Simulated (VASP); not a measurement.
Input of a VASP 6.6.1 run:

Contents of INCAR:

```
ALGO = Normal
EDIFF = 1E-6
EDIFFG = -0.008
ENCUT = 600
GGA = PE
IBRION = 2
ISIF = 3
ISMEAR = 0
LASPH = True
LCHARG = False
LREAL = False
LWAVE = False
NELM = 80
NSW = 70
PREC = Accurate
PSTRESS = 50.0
SIGMA = 0.1
```

Contents of KPOINTS:

```
k-points
0
Gamma
  12 12 12
```

POSCAR

```
SiNi3
1.0
    3.4800819133      0.0000000000      0.0000000000
    0.0000000000      3.4800819133      0.0000000000
    0.0000000000      0.0000000000      3.4800819133
Si Ni
1 3
Direct
    0.0000000000      0.0000000000      0.0000000000
    0.0000000000      0.5000000000      0.5000000000
    0.5000000000      0.0000000000      0.5000000000
    0.5000000000      0.5000000000      0.0000000000
```

Potentials or basis: VASP PAW PBE potentials, release 64 (Si, Ni).

Command:

```console
$ cat potpaw_PBE.64/Si/POTCAR potpaw_PBE.64/Ni/POTCAR > POTCAR
$ mpirun -np 1 vasp_std > vasp.out
```

(1) What does it give for the band gap on the k mesh?

Results:

(1) zero (band 17 reaches 11.03 eV, above the bottom of band 18 at 10.78 eV).

Caveat: the relaxation stopped at its first step, so nothing moved; the cell is relaxed towards a set pressure, so the enthalpy falls and the energy may rise.
